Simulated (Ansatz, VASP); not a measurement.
## GaN: VASP beside Ansatz

File INCAR:

```
SYSTEM = GaN
PREC = Accurate
ENCUT = 520
EDIFF = 1E-6
ISMEAR = -1
SIGMA = 0.08
LREAL = .FALSE.
LASPH = .TRUE.
NELM = 60
ALGO = Normal
ISIF = 2
LWAVE = .FALSE.
LCHARG = .FALSE.
GGA = PE
NBANDS = 26
```

Contents of KPOINTS:

```
regular mesh
0
G
  12 12 7
  0 0 0
```

The input POSCAR:

```
GaN
1.0
    3.1268203167      0.0000000000      0.0000000000
   -1.5634101583      2.7079058273      0.0000000000
    0.0000000000      0.0000000000      5.0951184739
Ga N
2 2
Direct
    0.3333333333      0.6666666667     -0.0002149387
    0.6666666667      0.3333333333      0.4997850613
    0.3333333333      0.6666666667      0.3762149387
    0.6666666667      0.3333333333      0.8762149387
```

Input for Ansatz:

```yaml
crystal:
  lattice:
    - [3.1268203167, 0.0, 0.0]
    - [-1.5634101583, 2.7079058273, 0.0]
    - [0.0, 0.0, 5.0951184739]
  atoms:
    - { symbol: Ga, position: [0.3333333333, 0.6666666667, -0.0002149387] }
    - { symbol: Ga, position: [0.6666666667, 0.3333333333, 0.4997850613] }
    - { symbol: "N", position: [0.3333333333, 0.6666666667, 0.3762149387] }
    - { symbol: "N", position: [0.6666666667, 0.3333333333, 0.8762149387] }
kpoints:
  mp_grid: { grid: [12, 12, 7] }
scf:
  occupations: { method: fermi_dirac, width: 0.08 }
hamiltonian:
  xc: pbe
  pseudopotentials: { kind: all_electron, lapw: { basis_error: 0.0005 } }
output:
  forces: true
  stress: true
  eigenvalues: true
  populations: true
```

Alike in both runs: task single point; functional PBE; k mesh 12 × 12 × 7; occupations fermi-dirac, width 0.08 eV; no spin polarisation.

|  | VASP | Ansatz |
| --- | --- | --- |
| version | VASP 6.6.1 | Ansatz 0.2.0 |
| potentials or method | VASP PAW PBE potentials, release 64 (Ga_d, N), cutoff 520 eV | all-electron LAPW, scalar-relativistic |

Ansatz gave:

- pressure (GPa): 17.9

**Question.** Which values does VASP return?

**Answer.** Pressure (GPa): 18.0.

Ansatz ran all-electron here, and VASP with PAW potentials.
